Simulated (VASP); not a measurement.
# GaSb3 (P3m1) in VASP: relaxation of shape and atoms at fixed volume with PBE

Aim: the relaxation of shape and atoms at fixed volume of GaSb3 with PBE.

Program: VASP 6.6.1. These are calculated values, not measurements. Logs are shortened: lines on timing, memory, paths and dates and some standing lists are left out, and cuts for length are marked.

### Step 1. The cell of the first run

Symmetry: P3m1, No. 156, trigonal system. The conventional cell has a = 4.277 Å, b = 4.277 Å, c = 14.253 Å, α = 90.00°, β = 90.00°, γ = 120.00°. Ga (site symmetry 3m) has 4 Sb at 2.64 to 2.65 Å within 3.5 Å. Ga (site symmetry 3m) has 4 Sb at 2.61 to 2.64 Å within 3.4 Å. Sb (site symmetry 3m) has 3 Ga at 2.65 Å and 3 Sb at 3.27 Å within 3.5 Å. Sb (site symmetry 3m) has 4 Ga at 2.61 to 2.64 Å within 3.4 Å. Sb (site symmetry 3m) has 1 Ga at 2.64 Å and 3 Sb at 2.88 Å within 3.5 Å. Within 3.8 Å of Sb (site symmetry 3m) lie 6 Sb at 2.88 to 3.20 Å. Within 3.8 Å of Sb (site symmetry 3m) lie 6 Sb at 2.90 to 3.20 Å. Sb (site symmetry 3m) has 6 Sb at 2.90 to 3.27 Å within 3.8 Å.

### Step 2. Relaxation of shape and atoms at fixed volume, PBE (28.22 Å³/atom)

INCAR

```
SYSTEM = GaSb3
PREC     = Accurate       ! precision mode
ENCUT    = 600            ! plane-wave cutoff, eV
EDIFF    = 1E-6           ! SCF threshold, eV
ISMEAR   = 0              ! smearing method
SIGMA    = 0.1            ! smearing width, eV
LREAL    = .FALSE.        ! projectors in reciprocal space
LASPH    = .TRUE.         ! aspherical terms in the spheres
NELM     = 60             ! most SCF steps
ALGO     = Normal         ! electronic algorithm
ISIF     = 4              ! what is computed and relaxed
LWAVE    = .FALSE.        ! write WAVECAR
LCHARG   = .FALSE.        ! write CHGCAR
GGA      = PE             ! functional
IBRION   = 2              ! ionic algorithm
NSW      = 50             ! ionic steps
EDIFFG   = -0.01          ! ionic threshold
```

KPOINTS

```
regular mesh
0
G
  12 12 2
  0 0 0
```

POSCAR

```
GaSb3
1.0
    4.2767293071      0.0000000000      0.0000000000
   -2.1383646536      3.7037562250      0.0000000000
    0.0000000000      0.0000000000     14.2528337658
Ga Sb
2 6
Direct
    0.3333333333      0.6666666667      0.0636793090
    0.6666666667      0.3333333333      0.3075619557
    0.0000000000      0.0000000000      0.9965872177
    0.3333333333      0.6666666667      0.2486159194
    0.6666666667      0.3333333333      0.4930653994
    0.0000000000      0.0000000000      0.5965450046
    0.3333333333      0.6666666667      0.7388788223
    0.6666666667      0.3333333333      0.8460663716
```

Potentials or basis: VASP PAW PBE potentials, release 64 (Ga_d, Sb).

Started as:

```
> cat potpaw_PBE.64/Ga_d/POTCAR potpaw_PBE.64/Sb/POTCAR > POTCAR
> mpirun -np 1 vasp_std > vasp.out
```

OUTCAR:

```text
SYSTEM = GaSb3
   PREC = Accurate
   ENCUT = 600
   EDIFF = 1E-6
   ISMEAR = 0
   LREAL = .FALSE.
   LASPH = .TRUE.
   NELM = 60
   ISIF = 4
   GGA = PE
   IBRION = 2
   NSW = 50
   EDIFFG = -0.01

 ion  position               nearest neighbor table
   1  0.333  0.667  0.064-   4 2.64   3 2.65   3 2.65   3 2.65
   2  0.667  0.333  0.308-   4 2.61   4 2.61   4 2.61   5 2.64
   3  0.000  0.000  0.997-   1 2.65   1 2.65   1 2.65   8 3.27   8 3.27   8 3.27
   4  0.333  0.667  0.249-   2 2.61   2 2.61   2 2.61   1 2.64
   5  0.667  0.333  0.493-   2 2.64   6 2.88   6 2.88   6 2.88
   6  0.000  0.000  0.597-   5 2.88   5 2.88   5 2.88   7 3.20   7 3.20   7 3.20
   7  0.333  0.667  0.739-   8 2.90   8 2.90   8 2.90   6 3.20   6 3.20   6 3.20
   8  0.667  0.333  0.846-   7 2.90   7 2.90   7 2.90   3 3.27   3 3.27   3 3.27

  LATTYP: Found a hexagonal cell.
 ALAT       =     4.2767293071
 C/A-ratio  =     3.3326480921

  Lattice vectors:

 A1 = (   4.2767293071,   0.0000000000,   0.0000000000)
 A2 = (  -2.1383646536,   3.7037562250,   0.0000000000)
 A3 = (   0.0000000000,   0.0000000000,  14.2528337658)

Analysis of symmetry for initial positions (statically):
=====================================================================
 Subroutine PRICEL returns:
 Original cell was already a primitive cell.

 Routine SETGRP: Setting up the symmetry group for a
 hexagonal supercell.

 Subroutine GETGRP returns: Found  6 space group operations
 (whereof  6 operations were pure point group operations)
 out of a pool of 24 trial point group operations.

The static configuration has the point symmetry C_3v.

Analysis of symmetry for dynamics (positions and initial velocities):
=====================================================================
 Subroutine PRICEL returns:
 Original cell was already a primitive cell.

 Routine SETGRP: Setting up the symmetry group for a
 hexagonal supercell.

 Subroutine GETGRP returns: Found  6 space group operations
 (whereof  6 operations were pure point group operations)
 out of a pool of 24 trial point group operations.

The dynamic configuration has the point symmetry C_3v.

 Subroutine INISYM returns: Found  6 space group operations
 (whereof  6 operations are pure point group operations),
 and found     1 'primitive' translations

----------------------------------------------------------------------------------------

                                     Primitive cell

  volume of cell :     225.7644
[... 110 lines left out ...]
   TEBEG  =    0.0;   TEEND  =   0.0 temperature during run
   PSTRESS=    0.0 pullay stress
   NELECT =      56.0000    total number of electrons
   NUPDOWN=      -1.0000    fix difference up-down
   EMIN   =  10.00;   EMAX   =-10.00  energy-range for DOS
   EFERMI =   0.00;   METHOD = LEGACY
   ISMEAR =     0;   SIGMA  =   0.10  broadening in eV -4-tet -1-fermi 0-gaus
   EFERMI_NEDOS =   21; number of points for ismear=-14 and -15
   IALGO  =     38    algorithm
   IMIX   =      4    mixing-type and parameters
     AMIX     =   0.40;   BMIX     =  1.00
     AMIX_MAG =   1.60;   BMIX_MAG =  1.00
  volume/ion in A,a.u.               =      28.22       190.44
  Fermi-wavevector in a.u.,A,eV,Ry     =   1.028614  1.943798 14.395597  1.058047
  Thomas-Fermi vector in A             =   2.162619
   LORBIT       =      0    0 simple, 1 ext, 2 COOP (PROOUT), +10 PAW based schemes
   GGA     = PE    functional components
   LHFCALC =     F    Hartree Fock is set to
   AEXX    =    0.0000 exact exchange contribution
   IVDW    =     0    specifies the selected vdW correction
   LEPSILON=     F    determine dielectric tensor
   LRPA    =     F    only Hartree local field effects (RPA)
 conjugate gradient relaxation of ions
 non-spin polarized calculation
 Gauss-broadening in eV      SIGMA  =   0.10
  energy-cutoff  :      600.00
  volume of cell :      225.76
 maximum number of plane-waves:      7586
 NGX is ok and might be reduce to    36
   NGX = 17   NGY = 17   NGZ = 57

--------------------------------------- Ionic step        1  -------------------------------------------

 number of electron      56.0000006 magnetization

 Free energy of the ion-electron system (eV)
  ---------------------------------------------------
  ext. energy  EPLUGINS =         0.00000000
  ---------------------------------------------------
  free energy    TOTEN  =       -30.48392381 eV

  energy without entropy =      -30.48031433  energy(sigma->0) =      -30.48211907

------------------------ aborting loop because EDIFF is reached ----------------------------------------

  FORCE on cell =-STRESS in cart. coord.  units (eV):
  Direction    XX          YY          ZZ          XY          YZ          ZX
  --------------------------------------------------------------------------------------
  -------------------------------------------------------------------------------------
  Total        7.3206231      7.3206231      6.8846187     -0.0000000      0.0000000     -0.0000000
  in kB       51.9521175     51.9521175     48.8579339     -0.0000000      0.0000000     -0.0000000
  external PRESSURE =      50.9207230 kB  Pullay stress =       0.0000000 kB
[... 323 lines left out ...]
--------------------------------------- Ionic step        9  -------------------------------------------

 number of electron      56.0000003 magnetization

 Free energy of the ion-electron system (eV)
  ---------------------------------------------------
  ext. energy  EPLUGINS =         0.00000000
  ---------------------------------------------------
  free energy    TOTEN  =       -30.48948875 eV

  energy without entropy =      -30.48579472  energy(sigma->0) =      -30.48764174

 E-fermi :   6.6659     XC(G=0):  -9.5079

 val. band max:        6.6452900461   @ k =   0.5000   0.0000   0.0000
 cond. band min:       6.7328566457   @ k =   0.4167  -0.0000   0.0000
 fundamental gap:      0.0875665997
 Fermi energy:         6.6658594524

 k-point     1 :       0.0000    0.0000    0.0000
  band No.  band energies     occupation
      1      -8.8861      2.00000
      2      -8.8407      2.00000
      3      -8.8407      2.00000
      4      -8.7997      2.00000
      5      -8.7997      2.00000
      6      -8.4426      2.00000
[... 853 lines left out ...]
     32       8.0177      0.00000
     33       8.8065      0.00000

 [... further k-points ...]

------------------------ aborting loop because EDIFF is reached ----------------------------------------

  FORCE on cell =-STRESS in cart. coord.  units (eV):
  Direction    XX          YY          ZZ          XY          YZ          ZX
  --------------------------------------------------------------------------------------
  -------------------------------------------------------------------------------------
  Total        6.9184728      6.9184728      6.8880072     -0.0000000      0.0000000     -0.0000000
  in kB       49.0981857     49.0981857     48.8819813     -0.0000000      0.0000000     -0.0000000
  external PRESSURE =      49.0261175 kB  Pullay stress =       0.0000000 kB
[... 23 lines left out ...]
  FREE ENERGIE OF THE ION-ELECTRON SYSTEM (eV)
  ---------------------------------------------------
  free  energy   TOTEN  =       -30.4894887527 eV

  energy  without entropy=      -30.4857947188  energy(sigma->0) =      -30.48764174

 reached required accuracy - stopping structural energy minimisation
```

Run time: 21 min. Hardware: 1 thread of AMD EPYC 7R13 (Zen 3), shared host; peak memory 0.58 GiB.

What came out:

```yaml
Free_energy: -30.4895 eV
Energy_gained_by_relaxing: 0.7 meV/atom
Ionic_steps: 9
Pressure_after_relaxing: 4.9 GPa
Largest_force_after_relaxing: 0.008 eV/Å
Band_gap_on_the_k_mesh: zero (filled and empty bands touch)
```

Forces in eV/Å, atoms in the order of the input:
```
Ga   0.000  0.000 -0.004
Ga   0.000  0.000  0.008
Sb   0.000  0.000  0.007
Sb   0.000  0.000 -0.008
Sb   0.000  0.000  0.005
Sb   0.000  0.000 -0.006
Sb   0.000  0.000 -0.006
Sb   0.000  0.000  0.005
```

Step by step:
```
step  energy change (eV)  largest force (eV/Å)  pressure (GPa)  volume (Å³)
   1              0.0000                0.1677            5.09       225.76
   2             -0.0039                0.0809            4.99       225.76
   3             -0.0044                0.0672            4.94       225.76
   4             -0.0050                0.0376            4.92       225.76
   5             -0.0051                0.0329            4.91       225.76
   6             -0.0053                0.0224            4.91       225.76
   7             -0.0054                0.0413            4.91       225.76
   8             -0.0056                0.0117            4.90       225.76
   9             -0.0056                0.0084            4.90       225.76
```

Final structure:
```
CELL_PARAMETERS angstrom
4.28272 0.00000 0.00000
-2.14136 3.70894 0.00000
0.00000 0.00000 14.21301
ATOMIC_POSITIONS crystal
Ga 0.33333 0.66667 0.06325
Ga 0.66667 0.33333 0.30742
Sb 0.00000 0.00000 0.99506
Sb 0.33333 0.66667 0.24835
Sb 0.66667 0.33333 0.49302
Sb 0.00000 0.00000 0.59837
Sb 0.33333 0.66667 0.73828
Sb 0.66667 0.33333 0.84725
```

Caveat: semilocal functionals underestimate gaps, and a narrow one can read as zero; spin-orbit coupling is left out, which moves the levels of the heavy elements.

The gap in the log of VASP goes by the Fermi energy; the results here count the filled bands.